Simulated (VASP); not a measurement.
**AlNi (CsCl type): single point with PBE**

The system is AlNi (CsCl type).

```
Ni Al
1.0
     2.83434    0.00000    0.00000
     0.00000    2.83434    0.00000
     0.00000    0.00000    2.83434
Ni Al
1 1
Direct
  0.00000 0.00000 0.00000
  0.50000 0.50000 0.50000
```

```json
{
 "Program": "VASP 6.6.1",
 "Task": "single point",
 "Functional": "PBE",
 "Potentials or basis": "VASP PAW PBE potentials, release 64 (Ni, Al)",
 "Cutoff": "520 eV",
 "k mesh": "21 × 21 × 21",
 "Occupations": "fermi-dirac, width 0.08 eV",
 "Spin": "no spin polarisation",
 "Dipole correction": "no",
 "Further INCAR settings": "ALGO = Normal; EDIFF = 1e-07; NBANDS = 14"
}
```

```json
{
  "Pressure": "11.2 GPa",
  "Band gap on the k mesh": "zero (an odd number of electrons rules out a gap without spin polarisation)"
}
```

Levels at points of the mesh, in eV from the Fermi level:
| k point | band 4 | band 5 | band 6 | band 7 | band 8 | band 9 |
| --- | --- | --- | --- | --- | --- | --- |
| (0.00, 0.00, 0.00) | -1.65 | -1.65 | -1.65 | 5.71 | 5.71 | 5.71 |

It took 110 s on 1 thread of Intel Xeon 8259CL, on a shared host, peak memory 0.22 GiB.

Caveat: the cell stands under pressure. Spin polarisation is off, so any magnetic state and its effect on volume and gap are missing.
